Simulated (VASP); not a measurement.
# Li2Se (Fm-3m) in VASP: settings compared, part 2 of 2

VASP 6.6.1.

### Step 3. Single point, r2SCAN

Input file POSCAR:

```
Li2Se
1.0
    0.0000000000      2.9935010607      2.9935010607
    2.9935010607      0.0000000000      2.9935010607
    2.9935010607      2.9935010607      0.0000000000
Li Se
2 1
Direct
    0.7500000000      0.7500000000      0.7500000000
    0.2500000000      0.2500000000      0.2500000000
    0.0000000000      0.0000000000      0.0000000000
```

Input file INCAR.step1:

```
ALGO     = Normal         # electronic algorithm
EDIFF    = 1E-5           # SCF threshold, eV
ENCUT    = 830            # plane-wave cutoff, eV
GGA      = PE             # functional
GGA_COMPAT= False        
ISMEAR   = 0              # smearing method
LASPH    = True           # aspherical terms in the spheres
LCHARG   = False          # write CHGCAR
LREAL    = False          # projectors in reciprocal space
LWAVE    = True           # write WAVECAR
NBANDS   = 13             # bands
NELM     = 120            # most SCF steps
PREC     = Accurate       # precision mode
SIGMA    = 0.01           # smearing width, eV
```

Input file INCAR.step2:

```
ALGO     = Normal         # electronic algorithm
EDIFF    = 1E-6           # SCF threshold, eV
ENCUT    = 830            # plane-wave cutoff, eV
GGA_COMPAT= False        
ISIF     = 2              # what is computed and relaxed
ISMEAR   = 0              # smearing method
ISTART   = 1            
LASPH    = True           # aspherical terms in the spheres
LCHARG   = False          # write CHGCAR
LMIXTAU  = True         
LREAL    = False          # projectors in reciprocal space
LWAVE    = False          # write WAVECAR
METAGGA  = R2SCAN         # meta-GGA
NBANDS   = 13             # bands
NELM     = 120            # most SCF steps
PREC     = Accurate       # precision mode
SIGMA    = 0.01           # smearing width, eV
```

Input file KPOINTS:

```
k-points
0
Gamma
  6 6 6
```

Potentials or basis: VASP PAW PBE potentials, release 64 (Li_sv, Se).

Launch:

```sh
$ cat potpaw_PBE.64/Li_sv/POTCAR potpaw_PBE.64/Se/POTCAR > POTCAR
$ cp INCAR.step1 INCAR
$ mpirun -np 1 vasp_std > vasp.out
$ cp INCAR.step2 INCAR
$ mpirun -np 1 vasp_std > vasp.out
```

OUTCAR:

```text
EDIFF = 1E-6
   ENCUT = 830
   ISIF = 2
   ISMEAR = 0
   ISTART = 1
   LASPH = True
   LREAL = False
   METAGGA = R2SCAN
   NELM = 120
   PREC = Accurate

 ion  position               nearest neighbor table
   1  0.750  0.750  0.750-   3 2.59   3 2.59   3 2.59   3 2.59
   2  0.250  0.250  0.250-   3 2.59   3 2.59   3 2.59   3 2.59
   3  0.000  0.000  0.000-   1 2.59   1 2.59   1 2.59   1 2.59   2 2.59   2 2.59   2 2.59   2 2.59

  LATTYP: Found a face centered cubic cell.
 ALAT       =     5.9870021214

  Lattice vectors:

 A1 = (   0.0000000000,   2.9935010607,   2.9935010607)
 A2 = (   2.9935010607,   0.0000000000,   2.9935010607)
 A3 = (   2.9935010607,   2.9935010607,   0.0000000000)

Analysis of symmetry for initial positions (statically):
=====================================================================
 Subroutine PRICEL returns:
 Original cell was already a primitive cell.

 Routine SETGRP: Setting up the symmetry group for a
 face centered cubic supercell.

 Subroutine GETGRP returns: Found 48 space group operations
 (whereof 48 operations were pure point group operations)
 out of a pool of 48 trial point group operations.

The static configuration has the point symmetry O_h .

Analysis of symmetry for dynamics (positions and initial velocities):
=====================================================================
 Subroutine PRICEL returns:
 Original cell was already a primitive cell.

 Routine SETGRP: Setting up the symmetry group for a
 face centered cubic supercell.

 Subroutine GETGRP returns: Found 48 space group operations
 (whereof 48 operations were pure point group operations)
 out of a pool of 48 trial point group operations.

The dynamic configuration has the point symmetry O_h .

 Subroutine INISYM returns: Found 48 space group operations
 (whereof 48 operations are pure point group operations),
 and found     1 'primitive' translations

[... 116 lines left out ...]
   LEPSILON=     F    determine dielectric tensor
   LRPA    =     F    only Hartree local field effects (RPA)
 non-spin polarized calculation
 Gauss-broadening in eV      SIGMA  =   0.01
  energy-cutoff  :      830.00
  volume of cell :       53.65
 maximum number of plane-waves:      2929
   NGX = 19   NGY = 19   NGZ = 19

 number of electron      12.0000003 magnetization

 Free energy of the ion-electron system (eV)
  ---------------------------------------------------
  ext. energy  EPLUGINS =         0.00000000
  ---------------------------------------------------
  free energy    TOTEN  =       -23.43904915 eV

  energy without entropy =      -23.43904915  energy(sigma->0) =      -23.43904915

 E-fermi :   0.9477     XC(G=0):  -8.6546

 val. band max:        0.7534879688   @ k =   0.0000   0.0000   0.0000
 cond. band min:       4.2105079788   @ k =   0.5000   0.5000   0.0000
 fundamental gap:      3.4570200100
 Fermi energy:         0.9477003698

 k-point     1 :       0.0000    0.0000    0.0000
  band No.  band energies     occupation
      1     -45.3894      2.00000
      2     -45.3656      2.00000
      3     -11.0397      2.00000
      4       0.7535      2.00000
      5       0.7535      2.00000
      6       0.7535      2.00000
      7       4.9293      0.00000
      8       7.0642      0.00000
      9       7.0642      0.00000
     10       7.0642      0.00000
     11      11.9596      0.00000
     12      11.9596      0.00000
     13      12.6852      0.00000
[... 226 lines left out ...]
  band No.  band energies     occupation
      1     -45.3789      2.00000
      2     -45.3749      2.00000
      3     -10.5340      2.00000
      4      -1.3397      2.00000
      5      -0.9368      2.00000
      6      -0.9350      2.00000
      7       5.5117      0.00000
      8       8.6453      0.00000
      9       9.1068      0.00000
     10      10.9430      0.00000
     11      12.5157      0.00000
     12      13.4631      0.00000
     13      13.6581      0.00000

------------------------ aborting loop because EDIFF is reached ----------------------------------------

  FORCE on cell =-STRESS in cart. coord.  units (eV):
  Direction    XX          YY          ZZ          XY          YZ          ZX
  --------------------------------------------------------------------------------------
  -------------------------------------------------------------------------------------
  Total       -0.0529558     -0.0529558     -0.0529558      0.0000000      0.0000000     -0.0000000
  in kB       -1.5814509     -1.5814509     -1.5814509      0.0000000      0.0000000     -0.0000000
  external PRESSURE =      -1.5814509 kB  Pullay stress =       0.0000000 kB

 VOLUME and BASIS-vectors are now :
 -----------------------------------------------------------------------------
  energy-cutoff  :      830.00
  volume of cell :       53.65
      direct lattice vectors                 reciprocal lattice vectors
     0.000000000  2.993501061  2.993501061    -0.167028503  0.167028503  0.167028503
     2.993501061  0.000000000  2.993501061     0.167028503 -0.167028503  0.167028503
     2.993501061  2.993501061  0.000000000     0.167028503  0.167028503 -0.167028503

 POSITION                                       TOTAL-FORCE (eV/Angst)
 -----------------------------------------------------------------------------------
      4.49025      4.49025      4.49025         0.000000     -0.000000      0.000000
      1.49675      1.49675      1.49675        -0.000000     -0.000000     -0.000000
      0.00000      0.00000      0.00000         0.000000      0.000000      0.000000
 -----------------------------------------------------------------------------------
    total drift:                                0.000000     -0.000000      0.000000

  FREE ENERGIE OF THE ION-ELECTRON SYSTEM (eV)
  ---------------------------------------------------
  free  energy   TOTEN  =       -23.4390491494 eV

  energy  without entropy=      -23.4390491494  energy(sigma->0) =      -23.43904915
```

OUTCAR.step1:

```text
EDIFF = 1E-5
   ENCUT = 830
   GGA = PE
   ISMEAR = 0
[... 470 lines left out ...]
      4.49025      4.49025      4.49025        -0.000000     -0.000000      0.000000
      1.49675      1.49675      1.49675         0.000000      0.000000     -0.000000
      0.00000      0.00000      0.00000        -0.000000     -0.000000     -0.000000
 -----------------------------------------------------------------------------------
    total drift:                                0.000000     -0.000000      0.000000

  FREE ENERGIE OF THE ION-ELECTRON SYSTEM (eV)
  ---------------------------------------------------
  free  energy   TOTEN  =       -11.1298825861 eV

  energy  without entropy=      -11.1298825861  energy(sigma->0) =      -11.12988259
```

OSZICAR.step1:

```text
N       E                     dE             d eps       ncg     rms          rms(c)
DAV:   1     0.582654341183E+02    0.58265E+02   -0.65754E+03   416   0.122E+03
DAV:   2    -0.317057834849E+01   -0.61436E+02   -0.57776E+02   502   0.240E+02
DAV:   3    -0.111494769145E+02   -0.79789E+01   -0.79326E+01   781   0.512E+01
DAV:   4    -0.113062066250E+02   -0.15673E+00   -0.15669E+00   532   0.104E+01
DAV:   5    -0.113106430257E+02   -0.44364E-02   -0.44363E-02   674   0.131E+00    0.276E+00
DAV:   6    -0.111360385247E+02    0.17460E+00   -0.23520E-01   497   0.189E+00    0.170E+00
DAV:   7    -0.111216579645E+02    0.14381E-01   -0.11290E-01   563   0.147E+00    0.741E-01
DAV:   8    -0.111297099458E+02   -0.80520E-02   -0.18563E-02   539   0.747E-01    0.260E-01
DAV:   9    -0.111296369411E+02    0.73005E-04   -0.36404E-04   591   0.123E-01    0.207E-01
DAV:  10    -0.111298758174E+02   -0.23888E-03   -0.75348E-04   466   0.133E-01    0.798E-02
DAV:  11    -0.111298825861E+02   -0.67687E-05   -0.48858E-05   582   0.430E-02
   1 F= -.11129883E+02 E0= -.11129883E+02  d E =-.169024-175
```

Wall time 1.9 min (1 thread of Oxide Virtual Turin-like, shared host); peak memory 0.22 GiB.

What came out:

```
Free energy            : -23.4390 eV
Pressure               : -0.2 GPa
Band gap on the k mesh : 3.46 eV (least direct gap 4.18 eV)
```

Caveat: the PAW data sets were made with another functional, which shifts forces and pressure a little. A k mesh can miss the band edges.

### Step 4. Single point, HSE06

POSCAR is that of step 3.

Input file INCAR.step1:

```
PREC     = Accurate       # precision mode
ENCUT    = 650            # plane-wave cutoff, eV
EDIFF    = 1E-5           # SCF threshold, eV
ISMEAR   = 0              # smearing method
SIGMA    = 0.01           # smearing width, eV
LREAL    = False          # projectors in reciprocal space
LASPH    = True           # aspherical terms in the spheres
NELM     = 120            # most SCF steps
ALGO     = Normal         # electronic algorithm
ISIF     = 2              # what is computed and relaxed
LWAVE    = True           # write WAVECAR
LCHARG   = False          # write CHGCAR
GGA      = PE             # functional
NBANDS   = 13             # bands
GGA_COMPAT= False
```

Input file INCAR.step2:

```
PREC     = Accurate       # precision mode
ENCUT    = 650            # plane-wave cutoff, eV
EDIFF    = 1E-6           # SCF threshold, eV
ISMEAR   = 0              # smearing method
SIGMA    = 0.01           # smearing width, eV
LREAL    = False          # projectors in reciprocal space
LASPH    = True           # aspherical terms in the spheres
NELM     = 120            # most SCF steps
ALGO     = Normal         # electronic algorithm
ISIF     = 2              # what is computed and relaxed
LWAVE    = False          # write WAVECAR
LCHARG   = False          # write CHGCAR
GGA      = PE             # functional
LHFCALC  = True           # exact exchange
HFSCREEN = 0.2079         # screening, 1/A
PRECFOCK = Normal       
ISTART   = 1            
NBANDS   = 13             # bands
GGA_COMPAT= False
```

Input file KPOINTS:

```
Automatic mesh
0
Gamma
  6 6 6
```

Launch:

```sh
$ cat potpaw_PBE.64/Li_sv/POTCAR potpaw_PBE.64/Se/POTCAR > POTCAR
$ cp INCAR.step1 INCAR
$ mpirun -np 1 vasp_std > vasp.out
$ cp INCAR.step2 INCAR
$ mpirun -np 1 vasp_std > vasp.out
```

Wall time 67 min (1 thread of Oxide Virtual Turin-like, shared host); peak memory 0.31 GiB.

Results (log left out):

```
Free energy            : -12.5651 eV
Pressure               : -0.5 GPa
Band gap on the k mesh : 3.83 eV (least direct gap 4.39 eV)
```

Levels at points of the mesh, in eV from the valence-band top:
```csv
k point,band 2,band 3,band 4,band 5,band 6,band 7,band 8,band 9,band 10,band 11
"(0.00, 0.00, 0.00)",-47.72,-12.49,0.00,0.00,0.00,4.39,6.67,6.67,6.67,11.78
"(0.50, 0.00, 0.00)",-47.74,-12.05,-3.19,-0.57,-0.57,6.19,6.99,6.99,9.07,12.88
"(0.50, 0.50, 0.00)",-47.73,-11.92,-2.53,-1.56,-1.56,3.83,7.22,11.68,11.68,12.89
```

Caveat: the PAW data sets were made with another functional, which shifts forces and pressure a little.

### Step 5. Overview

| level | k mesh | cutoff (eV) | grid for exact exchange (PRECFOCK) | share of exact exchange | screening parameter | gap on the mesh (eV) | pressure (GPa) |
| --- | --- | --- | --- | --- | --- | --- | --- |
| PBE | 8 × 8 × 8 | 750 | - | - | - | 2.97 | 0.3 |
| r2SCAN | 6 × 6 × 6 | 830 | - | - | - | 3.46 | -0.2 |
| HSE06 | 6 × 6 × 6 | 650 | Normal | 0.25 | 0.2079 1/Å | 3.83 | -0.5 |

Alike in all rows: task single point; potentials or basis VASP PAW PBE potentials, release 64 (Li_sv, Se); no spin polarisation; cell as given; smearing gaussian 0.01 eV.

On the cell as given the gap runs from 2.97 eV (PBE) to 3.83 eV (HSE06); the meshes differ, which moves gaps too. The pressure there spans -0.5 GPa (HSE06) to 0.3 GPa (PBE); a positive pressure means that this level wants a larger cell, a negative one a smaller.

Caveats: the PAW data sets were made with another functional, which shifts forces and pressure a little (at least some runs).

Total energies depend on the potentials used, so only differences within one code and one set of settings carry meaning.
